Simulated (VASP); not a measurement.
A run of VASP 6.6.1:

The input INCAR:

```
SYSTEM = Ga2O3
ALGO = Normal ; EDIFF = 1E-6
ENCUT = 600 ; GGA = PE
GGA_COMPAT = .False. ; ISIF = 2
ISMEAR = 0 ; IVDW = 12
LASPH = .True. ; LCHARG = .False.
LREAL = .False. ; LWAVE = .False.
NBANDS = 30 ; NELM = 120
PREC = Accurate ; SIGMA = 0.1
```

File KPOINTS:

```
k-points
0
Gamma
  6 6 4
  0 0 0
```

Contents of POSCAR:

```
Ga2O3
1.0
    2.9125689300      0.0000000000      0.0000000000
   -1.4562844600      2.5223586800      0.0000000000
    0.0000000000      0.0000000000      7.1674043400
Ga O
2 3
Direct
    0.3333333300      0.6666666700      0.8326200800
    0.6666666700      0.3333333300      0.1673799200
    0.6666666700      0.3333333300      0.6652401500
    0.0000000000      0.0000000000      0.0000000000
    0.3333333300      0.6666666700      0.3347598500
```

Potentials or basis: VASP PAW PBE potentials, release 64 (Ga_d, O).

Run with:

```console
$ cat potpaw_PBE.64/Ga_d/POTCAR potpaw_PBE.64/O/POTCAR > POTCAR
$ mpirun -np 1 vasp_std > vasp.out
```

Hardware: 1 thread of Intel(R) Xeon(R) 6975P-C (Granite Rapids), on a shared host.

Problem. How long does it take, and how much memory?

Solution. Run time: 20 s on 1 thread of Intel(R) Xeon(R) 6975P-C (Granite Rapids) (shared host), peak memory 0.2 GiB. Counts: scf iterations 15, k points 24.
